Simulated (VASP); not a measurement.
# InP (I-4m2) in VASP: a series of runs

Runs on InP. Level: r2SCAN. Tasks: single point.

Everything below comes from runs of VASP 6.6.1. Logs are shortened: lines on timing, memory, paths and dates and some standing lists are left out, and cuts for length are marked.

### Step 1. The cell of the first run

The structure is tetragonal, space group I-4m2 (No. 119). The conventional cell has a = 4.144 Å, b = 4.144 Å, c = 6.037 Å, α = 90.00°, β = 90.00°, γ = 90.00°. Within 3.4 Å of In (site symmetry -4m2) lie 4 P at 2.56 Å. Within 3.4 Å of P (site symmetry -4m2) lie 4 In at 2.56 Å.

### Step 2. Single point, r2SCAN (strain +0.000 along x and y, +0.030 along z)

POSCAR reads:

```
InP
1.0
    0.0000000000      2.9305000000      3.0184150000
    2.9305000000      0.0000000000      3.0184150000
    2.9305000000      2.9305000000      0.0000000000
In P
1 1
Direct
    0.0000000000      0.0000000000      0.0000000000
    0.7500000000      0.7500000000      0.7500000000
```

INCAR.step1 reads:

```
SYSTEM = InP
  ALGO = Normal
  EDIFF = 1E-4
  ENCUT = 520
  GGA = PE
  ISMEAR = 0
  LASPH = .TRUE.
  LCHARG = .FALSE.
  LREAL = .FALSE.
  LWAVE = .TRUE.
  NBANDS = 16
  NELM = 80
  PREC = Accurate
  SIGMA = 0.05
```

INCAR.step2 reads:

```
SYSTEM = InP
  ALGO = Normal
  EDIFF = 1E-6
  ENCUT = 520
  ISIF = 2
  ISMEAR = 0
  ISTART = 1
  LASPH = .TRUE.
  LCHARG = .TRUE.
  LELF = .TRUE.
  LMIXTAU = .TRUE.
  LREAL = .FALSE.
  LVHAR = .TRUE.
  LWAVE = .FALSE.
  METAGGA = R2SCAN
  NBANDS = 16
  NELM = 80
  PREC = Accurate
  SIGMA = 0.05
```

KPOINTS reads:

```
k-points
0
G
  8 8 8
  0 0 0
```

Potentials or basis: VASP PAW PBE potentials, release 64 (In_d, P).

Launch:

```bash
$ cat potpaw_PBE.64/In_d/POTCAR potpaw_PBE.64/P/POTCAR > POTCAR
$ cp INCAR.step1 INCAR
$ mpirun -np 1 vasp_std > vasp.out
$ cp INCAR.step2 INCAR
$ mpirun -np 1 vasp_std > vasp.out
```

OUTCAR:

```text
SYSTEM = InP
   EDIFF = 1E-6
   ENCUT = 520
   ISIF = 2
   ISMEAR = 0
   ISTART = 1
   LASPH = .TRUE.
   LREAL = .FALSE.
   METAGGA = R2SCAN
   NELM = 80
   PREC = Accurate

 ion  position               nearest neighbor table
   1  0.000  0.000  0.000-   2 2.56   2 2.56   2 2.56   2 2.56
   2  0.750  0.750  0.750-   1 2.56   1 2.56   1 2.56   1 2.56

  LATTYP: Found a body centered tetragonal cell.
 ALAT       =     4.1443528445
 C/A-ratio  =     1.4566399692

  Lattice vectors:

 A1 = (  -2.9305000000,   0.0000000000,   3.0184150000)
 A2 = (   2.9305000000,   0.0000000000,   3.0184150000)
 A3 = (   0.0000000000,   2.9305000000,  -3.0184150000)

Analysis of symmetry for initial positions (statically):
=====================================================================
 Subroutine PRICEL returns:
 Original cell was already a primitive cell.

 Routine SETGRP: Setting up the symmetry group for a
 body centered tetragonal supercell.

 Subroutine GETGRP returns: Found  8 space group operations
 (whereof  8 operations were pure point group operations)
 out of a pool of 16 trial point group operations.

The static configuration has the point symmetry D_2d.

Analysis of symmetry for dynamics (positions and initial velocities):
=====================================================================
 Subroutine PRICEL returns:
 Original cell was already a primitive cell.

 Routine SETGRP: Setting up the symmetry group for a
 body centered tetragonal supercell.

 Subroutine GETGRP returns: Found  8 space group operations
 (whereof  8 operations were pure point group operations)
 out of a pool of 16 trial point group operations.

The dynamic configuration has the point symmetry D_2d.

 Subroutine INISYM returns: Found  8 space group operations
 (whereof  8 operations are pure point group operations),
 and found     1 'primitive' translations

----------------------------------------------------------------------------------------

                                     Primitive cell

  volume of cell :      51.8433

  direct lattice vectors                    reciprocal lattice vectors
     0.000000000  2.930500000  3.018415000    -0.170619348  0.170619348  0.165649853
     2.930500000  0.000000000  3.018415000     0.170619348 -0.170619348  0.165649853
     2.930500000  2.930500000  0.000000000     0.170619348  0.170619348 -0.165649853

  length of vectors
     4.206977462  4.206977462  4.144352845     0.292680368  0.292680368  0.292680368

  position of ions in fractional coordinates (direct lattice)
     0.000000000  0.000000000  0.000000000
     0.750000000  0.750000000  0.750000000

  ion indices of the primitive-cell ions
   primitive index   ion index
                 1           1
                 2           2

----------------------------------------------------------------------------------------

 KPOINTS: k-points

Automatic generation of k-mesh.
 Grid dimensions read from file:
 generate k-points for:    8    8    8

 Generating k-lattice:

  Cartesian coordinates                     Fractional coordinates (reciprocal lattice)
    -0.021327419  0.021327419  0.020706232     0.125000000  0.000000000  0.000000000
     0.021327419 -0.021327419  0.020706232     0.000000000  0.125000000  0.000000000
     0.021327419  0.021327419 -0.020706232    -0.000000000 -0.000000000  0.125000000

  Length of vectors
     0.036585046  0.036585046  0.036585046

  Shift w.r.t. Gamma in fractional coordinates (k-lattice)
     0.000000000  0.000000000  0.000000000

 Subroutine IBZKPT returns following result:
 ===========================================

 Found     59 irreducible k-points:

 Following reciprocal coordinates:
            Coordinates               Weight
  0.000000  0.000000  0.000000      1.000000
  0.125000  0.000000  0.000000      8.000000
  0.250000  0.000000  0.000000      8.000000
  0.375000  0.000000  0.000000      8.000000
  0.500000  0.000000  0.000000      4.000000
  0.125000  0.125000  0.000000      2.000000
[... 16 lines left out ...]
  0.250000  0.000000  0.125000     16.000000
  0.375000  0.000000  0.125000     16.000000
 [... further k-points ...]
   k-points           NKPTS =     59   k-points in BZ     NKDIM =     59   number of bands    NBANDS=     16
   number of dos      NEDOS =    301   number of ions     NIONS =      2
   total plane-waves  NPLWV =  32768
   dimension x,y,z NGX =    32 NGY =   32 NGZ =   32
   dimension x,y,z NGXF=    64 NGYF=   64 NGZF=   64
   ions per type =               1   1
   NGX,Y,Z   is equivalent  to a cutoff of  12.65, 12.65, 12.84 a.u.
   NGXF,Y,Z  is equivalent  to a cutoff of  25.29, 25.29, 25.67 a.u.
 SYSTEM =  InP
   PREC   = accura    normal or accurate (medium, high low for compatibility)
   ISTART =      1    job   : 0-new  1-cont  2-samecut
   ICHARG =      0    charge: 1-file 2-atom 10-const
   ISPIN  =      1    spin polarized calculation?
   LNONCOLLINEAR =      F non collinear calculations
[... 108 lines left out ...]
  band No.  band energies     occupation
      1     -10.0299      2.00000
      2      -9.8745      2.00000
      3      -9.8667      2.00000
      4      -9.7419      2.00000
      5      -9.7289      2.00000
      6      -5.3953      2.00000
[... 8 lines left out ...]
     15      15.7582      0.00000
     16      15.9405      0.00000

 k-point     6 :       0.1250    0.1250    0.0000
  band No.  band energies     occupation
      1      -9.9506      2.00000
      2      -9.8920      2.00000
      3      -9.8920      2.00000
      4      -9.7495      2.00000
      5      -9.7455      2.00000
      6      -6.8707      2.00000
[... 8 lines left out ...]
     15      14.8044      0.00000
     16      14.9413      0.00000

 k-point     7 :       0.2500    0.1250    0.0000
  band No.  band energies     occupation
      1      -9.9828      2.00000
      2      -9.8810      2.00000
      3      -9.8758      2.00000
      4      -9.7522      2.00000
      5      -9.7416      2.00000
      6      -6.4845      2.00000
[... 8 lines left out ...]
     15      14.7349      0.00000
     16      15.5876      0.00000

 k-point     8 :       0.3750    0.1250    0.0000
  band No.  band energies     occupation
      1     -10.0157      2.00000
      2      -9.8731      2.00000
      3      -9.8619      2.00000
      4      -9.7478      2.00000
      5      -9.7386      2.00000
      6      -5.8663      2.00000
[... 8 lines left out ...]
     15      15.1354      0.00000
     16      15.2284      0.00000

 k-point     9 :       0.5000    0.1250    0.0000
  band No.  band energies     occupation
      1     -10.0344      2.00000
      2      -9.8695      2.00000
      3      -9.8570      2.00000
      4      -9.7398      2.00000
      5      -9.7383      2.00000
      6      -5.3374      2.00000
[... 8 lines left out ...]
     15      15.7388      0.00000
     16      15.8127      0.00000
[... 172 lines left out ...]
 k-point    19 :       0.5000    0.3750    0.0000
  band No.  band energies     occupation
      1     -10.0828      2.00000
      2      -9.8209      2.00000
      3      -9.8147      2.00000
      4      -9.7783      2.00000
      5      -9.7243      2.00000
      6      -4.9409      2.00000
[... 8 lines left out ...]
     15      16.1674      0.00000
     16      17.1834      0.00000

 k-point    20 :      -0.3750    0.3750    0.0000
  band No.  band energies     occupation
      1     -10.0696      2.00000
      2      -9.8374      2.00000
      3      -9.8209      2.00000
      4      -9.7651      2.00000
      5      -9.7337      2.00000
      6      -4.8025      2.00000
[... 8 lines left out ...]
     15      15.1214      0.00000
     16      18.0019      0.00000

 k-point    21 :       0.5000    0.5000    0.0000
  band No.  band energies     occupation
      1     -10.0958      2.00000
      2      -9.8074      2.00000
      3      -9.8074      2.00000
      4      -9.7867      2.00000
      5      -9.7196      2.00000
      6      -4.8212      2.00000
[... 8 lines left out ...]
     15      16.0984      0.00000
     16      17.0498      0.00000

 k-point    22 :       0.1250    0.0000    0.1250
  band No.  band energies     occupation
      1      -9.9398      2.00000
      2      -9.9036      2.00000
      3      -9.8925      2.00000
      4      -9.7552      2.00000
      5      -9.7406      2.00000
      6      -6.8583      2.00000
[... 8 lines left out ...]
     15      14.5365      0.00000
     16      14.9519      0.00000

 k-point    23 :       0.2500    0.0000    0.1250
  band No.  band energies     occupation
      1      -9.9769      2.00000
      2      -9.8866      2.00000
      3      -9.8779      2.00000
      4      -9.7596      2.00000
      5      -9.7352      2.00000
      6      -6.4618      2.00000
[... 8 lines left out ...]
     15      14.5080      0.00000
     16      15.5756      0.00000

 k-point    24 :       0.3750    0.0000    0.1250
  band No.  band energies     occupation
      1     -10.0142      2.00000
      2      -9.8727      2.00000
      3      -9.8653      2.00000
      4      -9.7576      2.00000
      5      -9.7296      2.00000
      6      -5.8401      2.00000
[... 8 lines left out ...]
     15      15.0766      0.00000
     16      15.3826      0.00000

 [... further k-points ...]
[... 5 lines left out ...]
  --------------------------------------------------------------------------------------
  -------------------------------------------------------------------------------------
  Total       -0.0208592     -0.0208592     -0.4783593      0.0000000      0.0000000     -0.0000000
  in kB       -0.6446372     -0.6446372    -14.7833339      0.0000000      0.0000000     -0.0000000
  external PRESSURE =      -5.3575361 kB  Pullay stress =       0.0000000 kB

 VOLUME and BASIS-vectors are now :
 -----------------------------------------------------------------------------
  energy-cutoff  :      520.00
  volume of cell :       51.84
      direct lattice vectors                 reciprocal lattice vectors
     0.000000000  2.930500000  3.018415000    -0.170619348  0.170619348  0.165649853
     2.930500000  0.000000000  3.018415000     0.170619348 -0.170619348  0.165649853
     2.930500000  2.930500000  0.000000000     0.170619348  0.170619348 -0.165649853

 POSITION                                       TOTAL-FORCE (eV/Angst)
 -----------------------------------------------------------------------------------
      0.00000      0.00000      0.00000         0.000000      0.000000      0.000000
      4.39575      4.39575      4.52762        -0.000000     -0.000000     -0.000000
 -----------------------------------------------------------------------------------
    total drift:                                0.000006      0.000006     -0.000004

  FREE ENERGIE OF THE ION-ELECTRON SYSTEM (eV)
  ---------------------------------------------------
  free  energy   TOTEN  =       -32.2924154970 eV

  energy  without entropy=      -32.2924154970  energy(sigma->0) =      -32.29241550
```

Wall time 47 s (1 thread of Intel Xeon 6975P-C (Granite Rapids), shared host); peak memory 0.21 GiB.

Results:

- Free energy: -32.2924 eV
- Pressure: -0.5 GPa
- Band gap on the k mesh: 0.94 eV, direct

Levels at points of the mesh, in eV from the valence-band top:
```tsv
k point	band 7	band 8	band 9	band 10	band 11	band 12
(0.00, 0.00, 0.00)	-0.15	0.00	0.00	0.94	4.38	4.38
(0.50, 0.00, 0.00)	-5.77	-1.11	-0.91	1.72	5.02	5.21
(0.50, 0.50, 0.00)	-5.92	-2.24	-2.24	2.12	2.68	9.44
(0.50, 0.00, 0.50)	-5.73	-2.42	-2.40	1.95	2.41	9.72
```

Caveat: the cell differs from its parent crystal (strain +0.000 along x and y, +0.030 along z); the PAW data sets were made with another functional, which shifts forces and pressure a little; spin-orbit coupling is left out, which moves the levels of the heavy elements.

### Step 3. Single point, r2SCAN (strain +0.015 along x and y, +0.000 along z)

POSCAR reads:

```
InP
1.0
    0.0000000000      2.9744575000      2.9305000000
    2.9744575000      0.0000000000      2.9305000000
    2.9744575000      2.9744575000      0.0000000000
In P
1 1
Direct
    0.0000000000      0.0000000000      0.0000000000
    0.7500000000      0.7500000000      0.7500000000
```

INCAR.step1 reads:

```
ALGO = Normal ; EDIFF = 1E-4
ENCUT = 520 ; GGA = PE
ISMEAR = 0 ; LASPH = True
LCHARG = False ; LREAL = False
LWAVE = True ; NBANDS = 16
NELM = 80 ; PREC = Accurate
SIGMA = 0.05
```

INCAR.step2 reads:

```
ALGO = Normal ; EDIFF = 1E-6
ENCUT = 520 ; ISIF = 2
ISMEAR = 0 ; ISTART = 1
LASPH = True ; LCHARG = False
LMIXTAU = True ; LREAL = False
LWAVE = False ; METAGGA = R2SCAN
NBANDS = 16 ; NELM = 80
PREC = Accurate ; SIGMA = 0.05
```

KPOINTS reads:

```
k-points
0
Gamma
  8 8 8
```

Potentials or basis: VASP PAW PBE potentials, release 64 (In_d, P).

Launch:

```bash
$ cat potpaw_PBE.64/In_d/POTCAR potpaw_PBE.64/P/POTCAR > POTCAR
$ cp INCAR.step1 INCAR
$ mpirun -np 1 vasp_std > vasp.out
$ cp INCAR.step2 INCAR
$ mpirun -np 1 vasp_std > vasp.out
```

Wall time 48 s (1 thread of Intel Xeon 6975P-C (Granite Rapids), shared host); peak memory 0.21 GiB.

The run converged. Its results:

```yaml
Free_energy: -32.2957 eV
Pressure: -0.5 GPa
Band_gap_on_the_k_mesh: 0.95 eV, direct
```

Stress tensor (GPa, compression positive):
```
-0.75  0.00  0.00
 0.00 -0.75  0.00
 0.00  0.00 -0.10
```

Levels at points of the mesh, in eV from the valence-band top:
```csv
k point,band 6,band 7,band 8,band 9,band 10,band 11,band 12,band 13
"(0.00, 0.00, 0.00)",-11.84,-0.07,-0.07,0.00,0.95,4.38,4.40,4.40
"(0.50, 0.00, 0.00)",-10.13,-5.77,-1.06,-0.96,1.74,5.06,5.16,7.44
"(0.50, 0.50, 0.00)",-9.46,-5.73,-2.41,-2.41,1.95,2.41,9.73,10.05
"(0.50, 0.00, 0.50)",-9.51,-5.82,-2.33,-2.32,2.04,2.55,9.59,10.01
```

Caveat: the cell differs from its parent crystal (strain +0.015 along x and y, +0.000 along z); the PAW data sets were made with another functional, which shifts forces and pressure a little; spin-orbit coupling is left out, which moves the levels of the heavy elements.

### Step 4. Single point, r2SCAN (strain +0.030 along x and y, +0.000 along z)

POSCAR reads:

```
InP
1.0
    0.0000000000      3.0184150000      2.9305000000
    3.0184150000      0.0000000000      2.9305000000
    3.0184150000      3.0184150000      0.0000000000
In P
1 1
Direct
    0.0000000000      0.0000000000      0.0000000000
    0.7500000000      0.7500000000      0.7500000000
```

INCAR.step1 reads:

```
ALGO     = Normal         # electronic algorithm
EDIFF    = 1E-4           # SCF threshold, eV
ENCUT    = 520            # plane-wave cutoff, eV
GGA      = PE             # functional
ISMEAR   = 0              # smearing method
LASPH    = T              # aspherical terms in the spheres
LCHARG   = F              # write CHGCAR
LREAL    = F              # projectors in reciprocal space
LWAVE    = T              # write WAVECAR
NBANDS   = 16             # bands
NELM     = 80             # most SCF steps
PREC     = Accurate       # precision mode
SIGMA    = 0.05           # smearing width, eV
```

INCAR.step2 reads:

```
ALGO     = Normal         # electronic algorithm
EDIFF    = 1E-6           # SCF threshold, eV
ENCUT    = 520            # plane-wave cutoff, eV
ISIF     = 2              # what is computed and relaxed
ISMEAR   = 0              # smearing method
ISTART   = 1            
LASPH    = T              # aspherical terms in the spheres
LCHARG   = T              # write CHGCAR
LELF     = T              # ELF
LMIXTAU  = T            
LREAL    = F              # projectors in reciprocal space
LVHAR    = T            
LWAVE    = F              # write WAVECAR
METAGGA  = R2SCAN         # meta-GGA
NBANDS   = 16             # bands
NELM     = 80             # most SCF steps
PREC     = Accurate       # precision mode
SIGMA    = 0.05           # smearing width, eV
```

KPOINTS is that of step 3.

Launch:

```bash
$ cat potpaw_PBE.64/In_d/POTCAR potpaw_PBE.64/P/POTCAR > POTCAR
$ cp INCAR.step1 INCAR
$ mpirun -np 1 vasp_std > vasp.out
$ cp INCAR.step2 INCAR
$ mpirun -np 1 vasp_std > vasp.out
```

It took 47 s on 1 thread of Intel Xeon 6975P-C (Granite Rapids), shared host; peak memory 0.21 GiB.

The run converged. Its results:

```yaml
Free_energy: -32.2789 eV
Pressure: -2.4 GPa
Band_gap_on_the_k_mesh: 0.73 eV, direct
```

Stress tensor (GPa, compression positive):
```
-2.79  0.00  0.00
 0.00 -2.79  0.00
 0.00  0.00 -1.51
```

Levels at points of the mesh, in eV from the valence-band top:
```
           k point  band 5  band 6  band 7  band 8  band 9  band 10  band 11  band 12  band 13  band 14
(0.00, 0.00, 0.00)  -14.49  -11.69   -0.13   -0.13    0.00     0.73     4.31     4.37     4.37     8.72
(0.50, 0.00, 0.00)  -14.48  -10.08   -5.66   -1.10   -0.92     1.60     4.96     5.17     7.32     9.69
(0.50, 0.50, 0.00)  -14.46   -9.40   -5.59   -2.41   -2.41     1.91     2.27     9.58     9.79     9.79
(0.50, 0.00, 0.50)  -14.47   -9.50   -5.77   -2.25   -2.24     2.06     2.54     9.30     9.69     9.86
```

Caveat: the cell differs from its parent crystal (strain +0.030 along x and y, +0.000 along z); the PAW data sets were made with another functional, which shifts forces and pressure a little; spin-orbit coupling is left out, which moves the levels of the heavy elements.

### Step 5. The runs side by side

```csv
cell,gap on the mesh (eV),pressure (GPa)
"a = 4.207, b = 4.207, c = 4.144 Å, angles 60.5, 60.5, 59.0°, 2 atoms",0.94,-0.5
"a = 4.176, b = 4.176, c = 4.207 Å, angles 59.8, 59.8, 60.5°, 2 atoms",0.95,-0.5
"a = 4.207, b = 4.207, c = 4.269 Å, angles 59.5, 59.5, 61.0°, 2 atoms",0.73,-2.4
```

Alike in all rows: task single point; level r2SCAN; potentials or basis VASP PAW PBE potentials, release 64 (In_d, P); no spin polarisation; k mesh 8 × 8 × 8; cutoff (eV) 520; smearing gaussian 0.05 eV.

Caveats: the PAW data sets were made with another functional, which shifts forces and pressure a little; spin-orbit coupling is left out, which moves the levels of the heavy elements.

Absolute energies hang on the potentials; compare differences alone.
